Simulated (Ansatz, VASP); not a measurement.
# Cd in VASP and in Ansatz

File POSCAR:

```
Cd
1.0
   -1.7843220000      1.7843220000      1.7843220000
    1.7843220000     -1.7843220000      1.7843220000
    1.7843220000      1.7843220000     -1.7843220000
Cd
1
Direct
    0.0000000000      0.0000000000      0.0000000000
```

INCAR.step1

```
  PREC = Accurate
  ENCUT = 550
  ISMEAR = 0
  SIGMA = 0.1
  LREAL = F
  LASPH = T
  NELM = 120
  NBANDS = 12
  GGA = PE
  ALGO = Normal
  EDIFF = 1E-5
  LWAVE = T
  LCHARG = F
  GGA_COMPAT = F
```

File INCAR.step2:

```
  PREC = Accurate
  ENCUT = 550
  EDIFF = 1E-6
  ISMEAR = 0
  SIGMA = 0.1
  LREAL = F
  LASPH = T
  NELM = 120
  ALGO = Normal
  ISIF = 2
  LWAVE = F
  LCHARG = F
  METAGGA = R2SCAN
  LMIXTAU = T
  NBANDS = 12
  ISTART = 1
  GGA_COMPAT = F
```

KPOINTS

```
regular mesh
0
Gamma
  8 8 8
```

Input for Ansatz:

```yaml
crystal:
  lattice:
    - [-1.784322, 1.784322, 1.784322]
    - [1.784322, -1.784322, 1.784322]
    - [1.784322, 1.784322, -1.784322]
  atoms:
    - { symbol: Cd, position: [0.0, 0.0, 0.0] }
basis:
  ecutwfc: 500
kpoints:
  mp_grid: { grid: [8, 8, 8] }
hamiltonian:
  xc: r2scan
scf:
  occupations: { method: gaussian, width: 0.1 }
  lower_state_search: "off"
output:
  forces: true
  stress: true
  eigenvalues: true
```

Alike in both runs: task single point; functional r2SCAN; k mesh 8 × 8 × 8; occupations gaussian, width 0.1 eV; no spin polarisation.

|  | VASP | Ansatz |
| --- | --- | --- |
| version | VASP 6.6.1 | Ansatz 0.2.0 |
| potentials or method | VASP PAW PBE potentials, release 64 (Cd), cutoff 550 eV | scalar-relativistic, plane waves, PAW |
| valence electrons in the cell | 12 | 20 |

```csv
,VASP,Ansatz,Ansatz less VASP
gap on the k mesh at the Fermi level (eV),none,none,-
pressure (GPa),-1.6,-1.8,-0.19
```

VASP's potentials were made for PBE, not for r2SCAN. A gap of «none» marks a metal or a gap that the smearing closes. With one functional, cell and mesh, what is left measures potentials, basis and numerics. VASP's potentials hold 12 valence electrons a cell and Ansatz's 20, so a difference there can come from the potentials and not from the codes.
